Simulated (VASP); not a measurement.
**TePb: single point with LDA**

Crystal: TePb.

```
Pb Te
1.0
     4.00539    0.00000    0.00000
     0.00000    4.00539    0.00000
     0.00000    0.00000    4.00539
Pb Te
1 1
Direct
  0.00000 0.00000 0.00000
  0.50000 0.50000 0.50000
```

| Quantity | Value |
| --- | --- |
| Program | VASP 6.6.1 |
| Task | single point |
| Functional | LDA |
| Potentials or basis | VASP PAW LDA potentials, release 64 (Pb_d, Te) |
| Cutoff | 520 eV |
| k mesh | 8 × 8 × 8 |
| Occupations | gaussian, width 0.05 eV |
| Spin | no spin polarisation |
| Dipole correction | no |
| Further INCAR settings | ALGO = Normal; EDIFF = 1e-07; NBANDS = 17 |

| Item | Value |
| --- | --- |
| Pressure | -3.9 GPa |
| Band gap on the k mesh | zero (band 10 reaches 6.39 eV, above the bottom of band 11 at 5.06 eV) |

Levels at points of the mesh, in eV from the Fermi level:
| k point | band 6 | band 7 | band 8 | band 9 | band 10 | band 11 | band 12 | band 13 | band 14 | band 15 |
| --- | --- | --- | --- | --- | --- | --- | --- | --- | --- | --- |
| (0.00, 0.00, 0.00) | -12.18 | -6.86 | -1.57 | -1.57 | -1.57 | 4.02 | 4.02 | 5.12 | 5.12 | 5.12 |
| (0.50, 0.00, 0.00) | -10.84 | -9.10 | -0.77 | -0.14 | -0.14 | 0.09 | 2.24 | 2.24 | 5.36 | 6.78 |
| (0.50, 0.50, 0.00) | -10.13 | -7.98 | -4.38 | -4.38 | 0.23 | 3.39 | 3.62 | 3.62 | 6.00 | 6.86 |
| (0.50, 0.50, 0.50) | -9.76 | -7.24 | -2.44 | -2.44 | -2.44 | -1.10 | -1.10 | -1.10 | 13.46 | 13.46 |

It took 56 s on 1 thread of AMD EPYC 7R13 (shared host), peak memory 0.14 GiB.

Caveat: spin-orbit coupling is left out, which moves the levels of the heavy elements.
